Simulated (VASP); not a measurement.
Wanted: the native input for a VASP 6.6.1 run.

```
Task                   : electric field gradients
Functional             : LDA
Potentials or basis    : VASP PAW LDA potentials, release 64 (Sb, Pt)
Cutoff                 : 520 eV
k mesh                 : 9 × 9 × 6
Occupations            : fermi-dirac, width 0.05 eV
Spin                   : no spin polarisation
Dipole correction      : no
Further INCAR settings : ALGO = Normal; EDIFF = 1e-08; NBANDS = 23
```

The structure of SbPt lies in POSCAR:

```
SbPt
1.0
    4.1774426617      0.0000000000      0.0000000000
   -2.0887213308      3.6177714679      0.0000000000
    0.0000000000      0.0000000000      5.5392039000
Sb Pt
2 2
Direct
    0.6666666667      0.3333333333      0.7500000000
    0.3333333333      0.6666666667      0.2500000000
    0.0000000000      0.0000000000      0.5000000000
    0.0000000000      0.0000000000      0.0000000000
```

One way to write it, as run:

INCAR

```
SYSTEM = SbPt
PREC = Accurate
ENCUT = 520
EDIFF = 1E-8
ISMEAR = -1
SIGMA = 0.05
LREAL = .FALSE.
LASPH = .TRUE.
NELM = 80
ALGO = Normal
ISIF = 2
LWAVE = .FALSE.
LCHARG = .FALSE.
LEFG = .TRUE.
NBANDS = 23
```

KPOINTS

```
regular mesh
0
G
  9 9 6
  0 0 0
```

Potentials or basis: VASP PAW LDA potentials, release 64 (Sb, Pt).

Launch:

```bash
$ cat potpaw_LDA.64/Sb/POTCAR potpaw_LDA.64/Pt/POTCAR > POTCAR
$ mpirun -np 1 vasp_std > vasp.out
```

It gave:

```json
{"Pressure": "-4.8 GPa", "Band gap on the k mesh": "zero (band 15 reaches 11.80 eV, above the bottom of band 16 at 7.85 eV)"}
```

Caveat: without QUAD_EFG the Cq values of the log hold for a quadrupole moment of 1 mb, not for the nuclei; spin-orbit coupling is left out, which moves the levels of the heavy elements.

Wall time 100 s on 1 thread of Oxide Virtual Turin-like Processor (shared host), peak memory 0.19 GiB.
